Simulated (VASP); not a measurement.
# Si16Ge (a cell with a defect) in VASP: a series of runs

Runs on Si16Ge (a cell with a defect). Level: PBEsol. Tasks: single point, relaxation of the atoms.

All numbers are computed with VASP 6.6.1; they aren't measurements. Logs are shortened: lines on timing, memory, paths and dates and some standing lists are left out, and cuts for length are marked.

## Step 1: The cell of the first run

The cell holds a defect, 17 atoms: a = 7.679 Å, b = 7.679 Å, c = 7.679 Å, α = 60.00°, β = 60.00°, γ = 60.00°.

## Step 2: Single point, PBEsol

File INCAR:

```
SYSTEM = Si16Ge
PREC = Accurate
ENCUT = 520
EDIFF = 1E-6
ISMEAR = -1
SIGMA = 0.02
LREAL = Auto
LASPH = .True.
NELM = 80
ALGO = Normal
ISIF = 2
LWAVE = .False.
LCHARG = .False.
GGA = PS
NBANDS = 53
```

File KPOINTS:

```
Automatic mesh
0
Gamma
  2 2 2
  0 0 0
```

File POSCAR:

```
Si16Ge
1.0
    0.0000000000      5.4300000000      5.4300000000
    5.4300000000      0.0000000000      5.4300000000
    5.4300000000      5.4300000000      0.0000000000
Si Ge
16 1
Direct
   -0.0046347240      0.0050717236      0.0040829361
    0.1271516675      0.1247279973      0.1240103448
   -0.0046269788      0.0050318020      0.4953970752
    0.1208926128      0.1372131728      0.6209138165
   -0.0045339671      0.4960932329      0.0041411838
    0.1209405921      0.6219089749      0.1359521582
   -0.0004172150      0.5009292600      0.4996372432
    0.1209873421      0.6218160390      0.6210367991
    0.4998736408      0.0002879155     -0.0001099445
    0.6239921711      0.1247671975      0.1240192028
    0.5040513225      0.0050800976      0.4953889564
    0.6239856249      0.1247350615      0.6271670989
    0.5040735909      0.4961568173      0.0041144583
    0.6240841162      0.6275436388      0.1241188164
    0.5040962161      0.4961044826      0.4955038737
    0.6358990164      0.6219287480      0.6209820093
    0.2495736714      0.7509475388      0.7496298717
```

Potentials or basis: VASP PAW PBE potentials, release 64 (Si, Ge_d).

Run with:

```console
cat potpaw_PBE.64/Si/POTCAR potpaw_PBE.64/Ge_d/POTCAR > POTCAR
mpirun -np 1 vasp_std > vasp.out
```

OUTCAR:

```text
SYSTEM = Si16Ge
   PREC = Accurate
   ENCUT = 520
   EDIFF = 1E-6
   ISMEAR = -1
   LREAL = Auto
   LASPH = .True.
   NELM = 80
   ISIF = 2
   GGA = PS

 ion  position               nearest neighbor table
   1  0.995  0.005  0.004-   2 2.33  10 2.33   6 2.40   4 2.40  17 2.76
   2  0.127  0.125  0.124-   5 2.33   1 2.33   3 2.33   9 2.34
   3  0.995  0.005  0.495-   2 2.33  12 2.33   8 2.40   4 2.40  17 2.76
   4  0.121  0.137  0.621-   7 2.28  11 2.40   1 2.40   3 2.40  17 2.42
   5  0.995  0.496  0.004-   2 2.33  14 2.33   6 2.40   8 2.40  17 2.76
   6  0.121  0.622  0.136-   7 2.28   5 2.40  13 2.40   1 2.40  17 2.42
   7  1.000  0.501  0.500-  16 2.28   6 2.28   8 2.28   4 2.28
   8  0.121  0.622  0.621-   7 2.28   5 2.40  15 2.40   3 2.40  17 2.42
   9  0.500  0.000  1.000-   2 2.34  12 2.34  10 2.34  14 2.34
  10  0.624  0.125  0.124-  11 2.33   1 2.33  13 2.33   9 2.34
  11  0.504  0.005  0.495-  12 2.33  10 2.33  16 2.40   4 2.40  17 2.76
  12  0.624  0.125  0.627-  15 2.33  11 2.33   3 2.33   9 2.34
  13  0.504  0.496  0.004-  10 2.33  14 2.33  16 2.40   6 2.40  17 2.76
  14  0.624  0.628  0.124-   5 2.33  15 2.33  13 2.33   9 2.34
  15  0.504  0.496  0.496-  12 2.33  14 2.33  16 2.40   8 2.40  17 2.76
  16  0.636  0.622  0.621-   7 2.28  15 2.40  13 2.40  11 2.40  17 2.42
  17  0.250  0.751  0.750-   4 2.42   8 2.42   6 2.42  16 2.42   3 2.76   1 2.76  11 2.76   5 2.76
                            15 2.76  13 2.76

  LATTYP: Found a face centered cubic cell.
 ALAT       =    10.8600000000

  Lattice vectors:

 A1 = (   0.0000000000,   5.4300000000,   5.4300000000)
 A2 = (   5.4300000000,   0.0000000000,   5.4300000000)
 A3 = (   5.4300000000,   5.4300000000,   0.0000000000)

Analysis of symmetry for initial positions (statically):
=====================================================================
 Subroutine PRICEL returns:
 Original cell was already a primitive cell.

 Routine SETGRP: Setting up the symmetry group for a
 face centered cubic supercell.

 Subroutine GETGRP returns: Found  1 space group operations
 (whereof  1 operations were pure point group operations)
 out of a pool of 48 trial point group operations.

The static configuration has the point symmetry C_1 .

Analysis of symmetry for dynamics (positions and initial velocities):
=====================================================================
 Subroutine PRICEL returns:
 Original cell was already a primitive cell.

 Routine SETGRP: Setting up the symmetry group for a
 face centered cubic supercell.

 Subroutine GETGRP returns: Found  1 space group operations
 (whereof  1 operations were pure point group operations)
 out of a pool of 48 trial point group operations.

The dynamic configuration has the point symmetry C_1 .

 Subroutine INISYM returns: Found  1 space group operations
 (whereof  1 operations are pure point group operations),
 and found     1 'primitive' translations

----------------------------------------------------------------------------------------

                                     Primitive cell

  volume of cell :     320.2060

  direct lattice vectors                    reciprocal lattice vectors
     0.000000000  5.430000000  5.430000000    -0.092081031  0.092081031  0.092081031
     5.430000000  0.000000000  5.430000000     0.092081031 -0.092081031  0.092081031
     5.430000000  5.430000000  0.000000000     0.092081031  0.092081031 -0.092081031

  length of vectors
     7.679179644  7.679179644  7.679179644     0.159489025  0.159489025  0.159489025

  position of ions in fractional coordinates (direct lattice)
     0.995365276  0.005071724  0.004082936
     0.127151668  0.124727997  0.124010345
     0.995373021  0.005031802  0.495397075
     0.120892613  0.137213173  0.620913816
     0.995466033  0.496093233  0.004141184
     0.120940592  0.621908975  0.135952158
[... 9 lines left out ...]
     0.635899016  0.621928748  0.620982009
     0.249573671  0.750947539  0.749629872

  ion indices of the primitive-cell ions
   primitive index   ion index
                 1           1
                 2           2
                 3           3
                 4           4
                 5           5
                 6           6
[... 9 lines left out ...]
                16          16
                17          17

----------------------------------------------------------------------------------------

 KPOINTS: Automatic mesh

Automatic generation of k-mesh.
 Grid dimensions read from file:
 generate k-points for:    2    2    2

 Generating k-lattice:

  Cartesian coordinates                     Fractional coordinates (reciprocal lattice)
    -0.046040516  0.046040516  0.046040516     0.500000000  0.000000000  0.000000000
     0.046040516 -0.046040516  0.046040516     0.000000000  0.500000000  0.000000000
     0.046040516  0.046040516 -0.046040516     0.000000000  0.000000000  0.500000000

  Length of vectors
     0.079744512  0.079744512  0.079744512

  Shift w.r.t. Gamma in fractional coordinates (k-lattice)
     0.000000000  0.000000000  0.000000000

 Subroutine IBZKPT returns following result:
 ===========================================

 Found      8 irreducible k-points:

 Following reciprocal coordinates:
            Coordinates               Weight
  0.000000  0.000000  0.000000      1.000000
  0.500000  0.000000  0.000000      1.000000
  0.000000  0.500000  0.000000      1.000000
  0.000000  0.000000  0.500000      1.000000
  0.500000  0.500000  0.500000      1.000000
  0.500000  0.500000  0.000000      1.000000
  0.000000  0.500000  0.500000      1.000000
  0.500000  0.000000  0.500000      1.000000
   k-points           NKPTS =      8   k-points in BZ     NKDIM =      8   number of bands    NBANDS=     53
   number of dos      NEDOS =    301   number of ions     NIONS =     17
   total plane-waves  NPLWV = 216000
   dimension x,y,z NGX =    60 NGY =   60 NGZ =   60
   dimension x,y,z NGXF=   120 NGYF=  120 NGZF=  120
   ions per type =              16   1
   NGX,Y,Z   is equivalent  to a cutoff of  12.99, 12.99, 12.99 a.u.
   NGXF,Y,Z  is equivalent  to a cutoff of  25.98, 25.98, 25.98 a.u.
 SYSTEM =  Si16Ge
   PREC   = accura    normal or accurate (medium, high low for compatibility)
   ISTART =      0    job   : 0-new  1-cont  2-samecut
   ICHARG =      2    charge: 1-file 2-atom 10-const
   ISPIN  =      1    spin polarized calculation?
   LNONCOLLINEAR =      F non collinear calculations
   LSORBIT =      F    spin-orbit coupling
   LASPH  =      T    aspherical Exc in radial PAW
   ENCUT  =  520.0 eV  38.22 Ry    6.18 a.u.  14.28 14.28 14.28*2*pi/ulx,y,z
   NELM   =     80;   NELMIN=  2; NELMDL= -5     # of ELM steps
   EDIFF  = 0.1E-05   stopping-criterion for ELM
   LREAL  =      T    real-space projection
   EDIFFG = 0.1E-04   stopping-criterion for IOM
   NSW    =      0    number of steps for IOM
   IBRION =     -1    ionic relax: 0-MD 1-quasi-New 2-CG
   NFREE  =      0    steps in history (QN), initial steepest desc. (CG)
   ISIF   =      2    stress and relaxation
   ISYM   =      2    0-nonsym 1-usesym 2-fastsym
   POTIM  = 0.5000    time-step for ionic-motion
   TEBEG  =    0.0;   TEEND  =   0.0 temperature during run
   PSTRESS=    0.0 pullay stress
   NELECT =      78.0000    total number of electrons
   NUPDOWN=      -1.0000    fix difference up-down
   EMIN   =  10.00;   EMAX   =-10.00  energy-range for DOS
   EFERMI =   0.00;   METHOD = LEGACY
   ISMEAR =    -1;   SIGMA  =   0.02  broadening in eV -4-tet -1-fermi 0-gaus
   EFERMI_NEDOS =   21; number of points for ismear=-14 and -15
   IALGO  =     38    algorithm
   IMIX   =      4    mixing-type and parameters
     AMIX     =   0.40;   BMIX     =  1.00
     AMIX_MAG =   1.60;   BMIX_MAG =  1.00
  volume/ion in A,a.u.               =      18.84       127.11
  Fermi-wavevector in a.u.,A,eV,Ry     =   1.022421  1.932096 14.222785  1.045345
  Thomas-Fermi vector in A             =   2.156100
   LORBIT       =      0    0 simple, 1 ext, 2 COOP (PROOUT), +10 PAW based schemes
   GGA     = PS    functional components
   LHFCALC =     F    Hartree Fock is set to
   AEXX    =    0.0000 exact exchange contribution
   IVDW    =     0    specifies the selected vdW correction
   LEPSILON=     F    determine dielectric tensor
   LRPA    =     F    only Hartree local field effects (RPA)
 non-spin polarized calculation
  energy-cutoff  :      520.00
  volume of cell :      320.21
 maximum number of plane-waves:      8646
 NGX is ok and might be reduce to    60
   NGX = 29   NGY = 29   NGZ = 29

 number of electron      77.9999997 magnetization

 Free energy of the ion-electron system (eV)
  ---------------------------------------------------
  ext. energy  EPLUGINS =         0.00000000
  ---------------------------------------------------
  free energy    TOTEN  =       -92.78743672 eV

  energy without entropy =      -92.77884287  energy(sigma->0) =      -92.78313980

 E-fermi :   6.7942     XC(G=0):  -9.8841

 val. band max:        6.5576567666   @ k =   0.0000   0.0000   0.0000
 cond. band min:       6.7966199786   @ k =   0.0000   0.0000   0.0000
 fundamental gap:      0.2389632120
 Fermi energy:         6.7942219131

 k-point     1 :       0.0000    0.0000    0.0000
  band No.  band energies     occupation
      1     -18.2729      2.00000
      2     -18.2729      2.00000
      3     -18.2729      2.00000
      4     -18.2590      2.00000
      5     -18.2589      2.00000
      6      -6.6141      2.00000
[... 43 lines left out ...]
     50       8.0071      0.00000
     51       8.9847      0.00000

 k-point     2 :       0.5000    0.0000    0.0000
  band No.  band energies     occupation
      1     -18.2729      2.00000
      2     -18.2729      2.00000
      3     -18.2729      2.00000
      4     -18.2590      2.00000
      5     -18.2589      2.00000
      6      -6.2890      2.00000
[... 316 lines left out ...]
 k-point     8 :       0.5000    0.0000    0.5000
  band No.  band energies     occupation
      1     -18.2729      2.00000
      2     -18.2729      2.00000
      3     -18.2729      2.00000
      4     -18.2590      2.00000
      5     -18.2589      2.00000
      6      -6.1857      2.00000
[... 43 lines left out ...]
     50      10.2125      0.00000
     51      10.2131      0.00000
 [bands above 51 left out]

------------------------ aborting loop because EDIFF is reached ----------------------------------------

  FORCE on cell =-STRESS in cart. coord.  units (eV):
  Direction    XX          YY          ZZ          XY          YZ          ZX
  --------------------------------------------------------------------------------------
  -------------------------------------------------------------------------------------
  Total        9.4503405      9.4429924      9.4510764     -0.0001634     -0.0002192      0.0005958
  in kB       47.2855620     47.2487949     47.2892438     -0.0008175     -0.0010966      0.0029812
  external PRESSURE =      47.2745336 kB  Pullay stress =       0.0000000 kB

 VOLUME and BASIS-vectors are now :
 -----------------------------------------------------------------------------
  energy-cutoff  :      520.00
  volume of cell :      320.21
      direct lattice vectors                 reciprocal lattice vectors
     0.000000000  5.430000000  5.430000000    -0.092081031  0.092081031  0.092081031
     5.430000000  0.000000000  5.430000000     0.092081031 -0.092081031  0.092081031
     5.430000000  5.430000000  0.000000000     0.092081031  0.092081031 -0.092081031

 POSITION                                       TOTAL-FORCE (eV/Angst)
 -----------------------------------------------------------------------------------
      0.04971      5.42700      5.43237         0.000788      0.000357     -0.000691
      1.35065      1.36381      1.36771         0.000240     -0.000523     -0.000823
      2.71733      8.09488      5.43220        -0.000459     -0.001030     -0.000431
      4.11663      4.02801      1.40151        -0.000172      0.000360     -0.000142
      2.71627      5.42787      8.09917         0.001224     -0.001828     -0.000063
      4.11519      1.39493      4.03367        -0.001841     -0.000431      0.001150
[... 9 lines left out ...]
      6.74901      6.82486      6.83000         0.001434     -0.000438     -0.002320
      8.14814      5.42568      5.43283        -0.001165      0.001710     -0.001069
 -----------------------------------------------------------------------------------
    total drift:                                0.001567     -0.004353      0.001646

  FREE ENERGIE OF THE ION-ELECTRON SYSTEM (eV)
  ---------------------------------------------------
  free  energy   TOTEN  =       -92.7874367181 eV

  energy  without entropy=      -92.7788428732  energy(sigma->0) =      -92.78313980
```

It took 6.6 min on 1 thread of AMD EPYC 7R13, shared host; peak memory 0.47 GiB.

Results:

| Item | Value |
| --- | --- |
| Free energy | -92.7874 eV |
| Pressure | 4.7 GPa |
| Largest force | 0.003 eV/Å |
| Band gap on the k mesh | zero (bands 39 and 40 overlap by 0.31 eV) |

Forces in eV/Å, atoms in the order of the input:
```
Si   0.001  0.000 -0.001
Si   0.000 -0.001 -0.001
Si   0.000 -0.001  0.000
Si   0.000  0.000  0.000
Si   0.001 -0.002  0.000
Si  -0.002  0.000  0.001
Si  -0.001  0.002 -0.001
Si   0.001  0.001  0.001
Si  -0.001  0.001 -0.001
Si   0.000  0.000  0.000
Si  -0.001  0.000  0.001
Si  -0.001  0.000  0.000
Si   0.002 -0.001  0.002
Si   0.000  0.000  0.001
Si   0.000 -0.002  0.001
Si   0.001  0.000 -0.002
Ge  -0.001  0.002 -0.001
```

Levels at points of the mesh, in eV from the Fermi level:
```tsv
k point	band 36	band 37	band 38	band 39	band 40	band 41	band 42	band 43
(0.00, 0.00, 0.00)	-0.72	-0.72	-0.72	-0.24	-0.24	-0.24	0.00	0.00
(0.50, 0.00, 0.00)	-1.44	-1.38	-1.38	-0.31	0.53	0.53	0.87	0.87
(0.00, 0.50, 0.00)	-1.44	-1.38	-1.38	-0.31	0.53	0.53	0.87	0.87
(0.00, 0.00, 0.50)	-1.44	-1.38	-1.38	-0.31	0.53	0.53	0.87	0.87
(0.50, 0.50, 0.50)	-1.44	-1.38	-1.38	-0.31	0.53	0.53	0.87	0.87
(0.50, 0.50, 0.00)	-1.99	-1.82	-1.26	0.07	0.81	1.06	1.07	1.07
(0.00, 0.50, 0.50)	-1.99	-1.82	-1.26	0.07	0.81	1.06	1.07	1.07
(0.50, 0.00, 0.50)	-1.99	-1.82	-1.26	0.07	0.81	1.06	1.07	1.07
```

Caveat: the k points lie up to 0.50 Å⁻¹ apart; the PAW data sets were made with another functional, which shifts forces and pressure a little.

(Part 1 of 2 ends here.)

The gap in the log of VASP goes by the Fermi energy; the results here count the filled bands.